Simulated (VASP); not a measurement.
A run of VASP 6.6.1 is set up as follows.

File INCAR:

```
SYSTEM = Pb
  PREC = Accurate
  ENCUT = 600
  EDIFF = 1E-7
  ISMEAR = -1
  SIGMA = 0.1
  LREAL = .False.
  LASPH = .True.
  NELM = 60
  ALGO = Normal
  ISIF = 3
  LWAVE = .False.
  LCHARG = .False.
  GGA = PS
  IBRION = 2
  NSW = 80
  EDIFFG = -0.01
```

KPOINTS

```
Automatic mesh
0
Gamma
  10 10 3
  0 0 0
```

File POSCAR:

```
Pb
1.0
    3.5005272341      0.0000000000      0.0000000000
   -1.7502636171      3.0315455114      0.0000000000
    0.0000000000      0.0000000000     11.4327219467
Pb
4
Direct
    0.0000000000      0.0000000000      0.0000000000
    0.0000000000      0.0000000000      0.5000000000
    0.3333333333      0.6666666667      0.2500000000
    0.6666666667      0.3333333333      0.7500000000
```

Potentials or basis: VASP PAW PBE potentials, release 64 (Pb_d).

Command:

```console
$ cat potpaw_PBE.64/Pb_d/POTCAR > POTCAR
$ mpirun -np 1 vasp_std > vasp.out
```

(1) What does it give for the relaxed volume?

(2) What does it give for the space group after relaxing (to 0.1 Å)?

(3) What does it give for the relaxed cell?

Answers

(1) 29.91 Å³/atom.

(2) P6_3/mmc (No. 194).

(3) a = 3.492 Å, b = 3.492 Å, c = 11.328 Å, α = 90.00°, β = 90.00°, γ = 120.00°.

Caveat: the PAW data sets were made with another functional, which shifts forces and pressure a little.
